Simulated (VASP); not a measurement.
# Ir (Fm-3m) in VASP: a series of runs

The runs below take Ir through single point, with PBE.

Everything below comes from runs of VASP 6.6.1. Logs are shortened: lines on timing, memory, paths and dates and some standing lists are left out, and cuts for length are marked.

### 1 The cell of the first run

The structure is cubic, space group Fm-3m (No. 225). The conventional cell has a = 3.872 Å, b = 3.872 Å, c = 3.872 Å, α = 90.00°, β = 90.00°, γ = 90.00°. Ir (site symmetry m-3m) has 12 Ir at 2.74 Å within 3.6 Å.

### 2 Single point, PBE

INCAR reads:

```
  ALGO = Normal
  EDIFF = 1E-6
  ENCUT = 520
  GGA = PE
  ISIF = 2
  ISMEAR = -1
  LASPH = True
  LCHARG = False
  LREAL = False
  LWAVE = False
  NBANDS = 20
  NELM = 80
  PREC = Accurate
  SIGMA = 0.1
```

KPOINTS reads:

```
k-points
0
Gamma
  15 15 6
```

POSCAR reads:

```
Ir
1.0
    0.0000000000      1.9360783294     -1.9360783294
   -1.9360783294      0.0000000000      1.9360783294
    3.8721566588      3.8721566588      3.8721566588
Ir
3
Direct
    0.0000000000      0.0000000000      0.0000000000
    0.3333333330      0.6666666670      0.3333333330
    0.6666666670      0.3333333330      0.6666666670
```

Potentials or basis: VASP PAW PBE potentials, release 64 (Ir).

Command:

```
cat potpaw_PBE.64/Ir/POTCAR > POTCAR
mpirun -np 1 vasp_std > vasp.out
```

OUTCAR:

```text
EDIFF = 1E-6
   ENCUT = 520
   GGA = PE
   ISIF = 2
   ISMEAR = -1
   LASPH = True
   LREAL = False
   NELM = 80
   PREC = Accurate

 ion  position               nearest neighbor table
   1  0.000  0.000  0.000-   2 2.74   3 2.74   3 2.74   2 2.74   3 2.74   2 2.74
   2  0.333  0.667  0.333-   1 2.74   1 2.74   1 2.74   3 2.74   3 2.74   3 2.74
   3  0.667  0.333  0.667-   1 2.74   1 2.74   1 2.74   2 2.74   2 2.74   2 2.74

  LATTYP: Found a hexagonal cell.
 ALAT       =     2.7380282313
 C/A-ratio  =     2.4494897428

  Lattice vectors:

 A1 = (   0.0000000000,   1.9360783294,  -1.9360783294)
 A2 = (  -1.9360783294,   0.0000000000,   1.9360783294)
 A3 = (   3.8721566588,   3.8721566588,   3.8721566588)

Analysis of symmetry for initial positions (statically):
=====================================================================
 Subroutine PRICEL returns following result:

  LATTYP: Found a face centered cubic cell.
 ALAT       =     3.8721566549

  Lattice vectors:

 A1 = (   1.9360783275,   1.9360783275,   0.0000000000)
 A2 = (  -0.0000000019,   1.9360783275,   1.9360783294)
 A3 = (   1.9360783333,   0.0000000039,   1.9360783294)

   3 primitive cells build up your supercell.

 Routine SETGRP: Setting up the symmetry group for a
 hexagonal supercell.

 Subroutine GETGRP returns: Found 12 space group operations
 (whereof 12 operations were pure point group operations)
 out of a pool of 24 trial point group operations.

The static configuration has the point symmetry D_3d.

Analysis of symmetry for dynamics (positions and initial velocities):
=====================================================================
 Subroutine PRICEL returns following result:

  LATTYP: Found a face centered cubic cell.
 ALAT       =     3.8721566549

  Lattice vectors:

 A1 = (   1.9360783275,   1.9360783275,   0.0000000000)
 A2 = (  -0.0000000019,   1.9360783275,   1.9360783294)
 A3 = (   1.9360783333,   0.0000000039,   1.9360783294)

   3 primitive cells build up your supercell.

 Routine SETGRP: Setting up the symmetry group for a
 hexagonal supercell.

 Subroutine GETGRP returns: Found 12 space group operations
 (whereof 12 operations were pure point group operations)
 out of a pool of 24 trial point group operations.

The dynamic configuration has the point symmetry D_3d.

 Subroutine INISYM returns: Found 12 space group operations
 (whereof 12 operations are pure point group operations),
 and found     3 'primitive' translations

----------------------------------------------------------------------------------------

                                     Primitive cell

  volume of cell :      14.5144

  direct lattice vectors                    reciprocal lattice vectors
     1.936078327  1.936078327  0.000000000     0.258254013  0.258254015 -0.258254015
    -0.000000002  1.936078327  1.936078329    -0.258254014  0.258254014  0.258254014
     1.936078333  0.000000004  1.936078329     0.258254014 -0.258254014  0.258254014

  length of vectors
     2.738028229  2.738028230  2.738028234     0.447309074  0.447309074  0.447309074

  position of ions in fractional coordinates (direct lattice)
     0.000000000  0.000000000  0.000000000

  ion indices of the primitive-cell ions
   primitive index   ion index
                 1           1

----------------------------------------------------------------------------------------

 KPOINTS: k-points

Automatic generation of k-mesh.
 Grid dimensions read from file:
 generate k-points for:   15   15    6

 Generating k-lattice:

  Cartesian coordinates                     Fractional coordinates (reciprocal lattice)
    -0.011477956  0.022955912 -0.011477956     0.066666667  0.000000000  0.000000000
    -0.022955912  0.011477956  0.011477956     0.000000000  0.066666667  0.000000000
     0.014347445  0.014347445  0.014347445     0.000000000  0.000000000  0.166666667

  Length of vectors
     0.028115136  0.028115136  0.024850504

  Shift w.r.t. Gamma in fractional coordinates (k-lattice)
     0.000000000  0.000000000  0.000000000

 Subroutine IBZKPT returns following result:
 ===========================================

 Found    146 irreducible k-points:

 Following reciprocal coordinates:
            Coordinates               Weight
  0.000000  0.000000  0.000000      1.000000
  0.066667  0.000000  0.000000      6.000000
  0.133333  0.000000  0.000000      6.000000
  0.200000  0.000000  0.000000      6.000000
  0.266667  0.000000  0.000000      6.000000
  0.333333  0.000000  0.000000      6.000000
[... 16 lines left out ...]
  0.333333  0.200000 -0.000000     12.000000
  0.400000  0.200000  0.000000      6.000000
 [... further k-points ...]
   k-points           NKPTS =    146   k-points in BZ     NKDIM =    146   number of bands    NBANDS=     20
   number of dos      NEDOS =    301   number of ions     NIONS =      3
   total plane-waves  NPLWV =  20000
   dimension x,y,z NGX =    20 NGY =   20 NGZ =   50
   dimension x,y,z NGXF=    40 NGYF=   40 NGZF=  100
   ions per type =               3
   NGX,Y,Z   is equivalent  to a cutoff of  12.14, 12.14, 12.39 a.u.
   NGXF,Y,Z  is equivalent  to a cutoff of  24.29, 24.29, 24.79 a.u.
 SYSTEM =  unknown system
   PREC   = accura    normal or accurate (medium, high low for compatibility)
   ISTART =      0    job   : 0-new  1-cont  2-samecut
   ICHARG =      2    charge: 1-file 2-atom 10-const
   ISPIN  =      1    spin polarized calculation?
   LNONCOLLINEAR =      F non collinear calculations
   LSORBIT =      F    spin-orbit coupling
   LASPH  =      T    aspherical Exc in radial PAW
   ENCUT  =  520.0 eV  38.22 Ry    6.18 a.u.   5.09  5.09 12.47*2*pi/ulx,y,z
   NELM   =     80;   NELMIN=  2; NELMDL= -5     # of ELM steps
   EDIFF  = 0.1E-05   stopping-criterion for ELM
   LREAL  =      F    real-space projection
   EDIFFG = 0.1E-04   stopping-criterion for IOM
   NSW    =      0    number of steps for IOM
   IBRION =     -1    ionic relax: 0-MD 1-quasi-New 2-CG
   NFREE  =      0    steps in history (QN), initial steepest desc. (CG)
   ISIF   =      2    stress and relaxation
   ISYM   =      2    0-nonsym 1-usesym 2-fastsym
   POTIM  = 0.5000    time-step for ionic-motion
   TEBEG  =    0.0;   TEEND  =   0.0 temperature during run
   PSTRESS=    0.0 pullay stress
   NELECT =      27.0000    total number of electrons
   NUPDOWN=      -1.0000    fix difference up-down
   EMIN   =  10.00;   EMAX   =-10.00  energy-range for DOS
   EFERMI =   0.00;   METHOD = LEGACY
   ISMEAR =    -1;   SIGMA  =   0.10  broadening in eV -4-tet -1-fermi 0-gaus
   EFERMI_NEDOS =   21; number of points for ismear=-14 and -15
   IALGO  =     38    algorithm
   IMIX   =      4    mixing-type and parameters
     AMIX     =   0.40;   BMIX     =  1.00
     AMIX_MAG =   1.60;   BMIX_MAG =  1.00
  volume/ion in A,a.u.               =      14.51        97.95
  Fermi-wavevector in a.u.,A,eV,Ry     =   1.396013  2.638082 26.515739  1.948852
  Thomas-Fermi vector in A             =   2.519409
   LORBIT       =      0    0 simple, 1 ext, 2 COOP (PROOUT), +10 PAW based schemes
   GGA     = PE    functional components
   LHFCALC =     F    Hartree Fock is set to
   AEXX    =    0.0000 exact exchange contribution
   IVDW    =     0    specifies the selected vdW correction
   LEPSILON=     F    determine dielectric tensor
   LRPA    =     F    only Hartree local field effects (RPA)
 non-spin polarized calculation
  energy-cutoff  :      520.00
  volume of cell :       43.54
 maximum number of plane-waves:      1189
   NGX = 11   NGY = 11   NGZ = 25

 number of electron      27.0000000 magnetization

 Free energy of the ion-electron system (eV)
  ---------------------------------------------------
  ext. energy  EPLUGINS =         0.00000000
  ---------------------------------------------------
  free energy    TOTEN  =       -26.60474103 eV

  energy without entropy =      -26.51484607  energy(sigma->0) =      -26.55979355

 E-fermi :   9.9570     XC(G=0): -13.8360

 val. band max:        9.9494407559   @ k =  -0.0667   0.3333   0.1667
 cond. band min:       9.9612349673   @ k =   0.1333   0.1333   0.1667
 fundamental gap:      0.0117942114
 Fermi energy:         9.9569904787

 k-point     1 :       0.0000    0.0000    0.0000
  band No.  band energies     occupation
      1      -0.8783      2.00000
      2       1.9750      2.00000
      3       1.9750      2.00000
      4       6.2296      2.00000
      5       6.2296      2.00000
      6       6.2315      2.00000
[... 12 lines left out ...]
     19      21.0449      0.00000
     20      21.0449      0.00000

 k-point     2 :       0.0667    0.0000    0.0000
  band No.  band energies     occupation
      1      -0.7072      2.00000
      2       2.1383      2.00000
      3       2.1470      2.00000
      4       6.1287      2.00000
      5       6.2698      2.00000
      6       6.2712      2.00000
[... 12 lines left out ...]
     19      21.1184      0.00000
     20      21.1291      0.00000

 k-point     3 :       0.1333    0.0000    0.0000
  band No.  band energies     occupation
      1      -0.2131      2.00000
      2       2.5612      2.00000
      3       2.6454      2.00000
      4       5.5483      2.00000
      5       5.7804      2.00000
      6       5.8682      2.00000
[... 12 lines left out ...]
     19      21.2577      0.00000
     20      21.3399      0.00000

 k-point     4 :       0.2000    0.0000    0.0000
  band No.  band energies     occupation
      1       0.5382      2.00000
      2       3.0028      2.00000
      3       3.3651      2.00000
      4       4.7259      2.00000
      5       5.3028      2.00000
      6       5.5580      2.00000
[... 429 lines left out ...]
 k-point    23 :       0.3333    0.2000   -0.0000
  band No.  band energies     occupation
      1       3.1057      2.00000
      2       3.7688      2.00000
      3       3.8002      2.00000
      4       3.8362      2.00000
      5       4.7606      2.00000
      6       5.2877      2.00000
[... 12 lines left out ...]
     19      16.5172      0.00000
     20      17.5721      0.00000

 k-point    24 :       0.4000    0.2000    0.0000
  band No.  band energies     occupation
      1       3.0140      2.00000
      2       3.7622      2.00000
      3       3.8257      2.00000
      4       3.8257      2.00000
      5       4.9571      2.00000
      6       4.9571      2.00000
[... 12 lines left out ...]
     19      17.1222      0.00000
     20      18.2389      0.00000

 [... further k-points ...]

------------------------ aborting loop because EDIFF is reached ----------------------------------------

  FORCE on cell =-STRESS in cart. coord.  units (eV):
  Direction    XX          YY          ZZ          XY          YZ          ZX
  --------------------------------------------------------------------------------------
  -------------------------------------------------------------------------------------
  Total        0.0680524      0.0680524      0.0680524      0.0274522      0.0274522      0.0274522
  in kB        2.5039992      2.5039992      2.5039992      1.0101066      1.0101066      1.0101066
  external PRESSURE =       2.5039992 kB  Pullay stress =       0.0000000 kB

 VOLUME and BASIS-vectors are now :
 -----------------------------------------------------------------------------
  energy-cutoff  :      520.00
  volume of cell :       43.54
      direct lattice vectors                 reciprocal lattice vectors
     0.000000000  1.936078329 -1.936078329    -0.172169343  0.344338685 -0.172169343
    -1.936078329  0.000000000  1.936078329    -0.344338685  0.172169343  0.172169343
     3.872156659  3.872156659  3.872156659     0.086084671  0.086084671  0.086084671

 POSITION                                       TOTAL-FORCE (eV/Angst)
 -----------------------------------------------------------------------------------
      0.00000      0.00000      0.00000         0.000000      0.000000     -0.000000
     -0.00000      1.93608      1.93608         0.000000      0.000000     -0.000000
      1.93608      3.87216      1.93608        -0.000000     -0.000000      0.000000
 -----------------------------------------------------------------------------------
    total drift:                               -0.000000     -0.000000      0.000000

  FREE ENERGIE OF THE ION-ELECTRON SYSTEM (eV)
  ---------------------------------------------------
  free  energy   TOTEN  =       -26.6047410320 eV

  energy  without entropy=      -26.5148460692  energy(sigma->0) =      -26.55979355
```

It took 41 s on 1 thread of Intel Xeon 6975P-C (Granite Rapids), shared host; peak memory 0.23 GiB.

Results:

- Free energy: -26.6047 eV
- Pressure: 0.3 GPa
- Band gap on the k mesh: zero (an odd number of electrons rules out a gap without spin polarisation)

Levels at points of the mesh, in eV from the Fermi level:
| k point | band 9 | band 10 | band 11 | band 12 | band 13 | band 14 | band 15 | band 16 | band 17 | band 18 |
| --- | --- | --- | --- | --- | --- | --- | --- | --- | --- | --- |
| (0.00, 0.00, 0.00) | -3.52 | -3.52 | -3.37 | -3.37 | -1.15 | -1.15 | -0.21 | -0.21 | -0.21 | -0.21 |
| (0.00, 0.00, 0.50) | -3.35 | -3.35 | -3.35 | -1.29 | -1.29 | -1.29 | -1.29 | -0.68 | 0.86 | 0.86 |

Caveat: spin-orbit coupling is left out, which moves the levels of the heavy elements.

### 3 Single point, PBE

INCAR reads:

```
SYSTEM = Ir
ALGO = Normal ; EDIFF = 1E-6
ENCUT = 520 ; GGA = PE
ISIF = 2 ; ISMEAR = -1
LASPH = .True. ; LCHARG = .False.
LREAL = .False. ; LWAVE = .False.
NBANDS = 20 ; NELM = 80
PREC = Accurate ; SIGMA = 0.1
```

KPOINTS reads:

```
k-points
0
Gamma
  15 15 6
  0 0 0
```

POSCAR is that of step 2.

Potentials or basis: VASP PAW PBE potentials, release 64 (Ir).

Command:

```
cat potpaw_PBE.64/Ir/POTCAR > POTCAR
mpirun -np 1 vasp_std > vasp.out
```

It took 41 s on 1 thread of Intel Xeon 6975P-C (Granite Rapids), shared host; peak memory 0.23 GiB.

It converged, with:

| Item | Value |
| --- | --- |
| Free energy | -26.6047 eV |
| Pressure | 0.3 GPa |
| Band gap on the k mesh | zero (an odd number of electrons rules out a gap without spin polarisation) |

Levels at points of the mesh, in eV from the Fermi level:
```tsv
k point	band 11	band 12	band 13	band 14	band 15	band 16
(0.00, 0.00, 0.00)	-3.37	-3.37	-1.15	-1.15	-0.21	-0.21
(0.00, 0.00, 0.50)	-3.35	-1.29	-1.29	-1.29	-1.29	-0.68
```

Caveat: spin-orbit coupling is left out, which moves the levels of the heavy elements.
